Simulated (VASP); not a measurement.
Write the native input for VASP 6.6.1 that does the following.

| Property | Result |
| --- | --- |
| Task | single point |
| Functional | PBEsol |
| Potentials or basis | VASP PAW PBE potentials, release 64 (Cu) |
| Cutoff | 520 eV |
| k mesh | 8 × 8 × 8 |
| Occupations | methfessel-paxton, width 0.1 eV |
| Spin | no spin polarisation |
| Dipole correction | no |
| Further INCAR settings | ALGO = Normal; EDIFF = 1e-06; NBANDS = 12 |

The structure of Cu lies in POSCAR:

```
Cu
1.0
   -1.4427930000      1.4427930000      1.3760810000
    1.4427930000     -1.4427930000      1.3760810000
    1.4427930000      1.4427930000     -1.3760810000
Cu
1
Direct
    0.0000000000      0.0000000000      0.0000000000
```

One way to write it, as run:

INCAR

```
SYSTEM = Cu
PREC = Accurate
ENCUT = 520
EDIFF = 1E-6
ISMEAR = 1
SIGMA = 0.1
LREAL = .FALSE.
LASPH = .TRUE.
NELM = 60
ALGO = Normal
ISIF = 2
LWAVE = .FALSE.
LCHARG = .TRUE.
GGA = PS
LELF = .TRUE.
LVHAR = .TRUE.
NBANDS = 12
```

KPOINTS

```
Automatic mesh
0
G
  8 8 8
  0 0 0
```

Potentials or basis: VASP PAW PBE potentials, release 64 (Cu).

Run with:

```bash
$ cat potpaw_PBE.64/Cu/POTCAR > POTCAR
$ mpirun -np 1 vasp_std > vasp.out
```

It gave:

| Item | Value |
| --- | --- |
| Pressure | -0.5 GPa |

Caveat: the k points lie up to 0.39 Å⁻¹ apart; the PAW data sets were made with another functional, which shifts forces and pressure a little.

Wall time 9.6 s on 1 thread of Intel Xeon 8259CL, with other jobs on the host, peak memory 0.12 GiB.
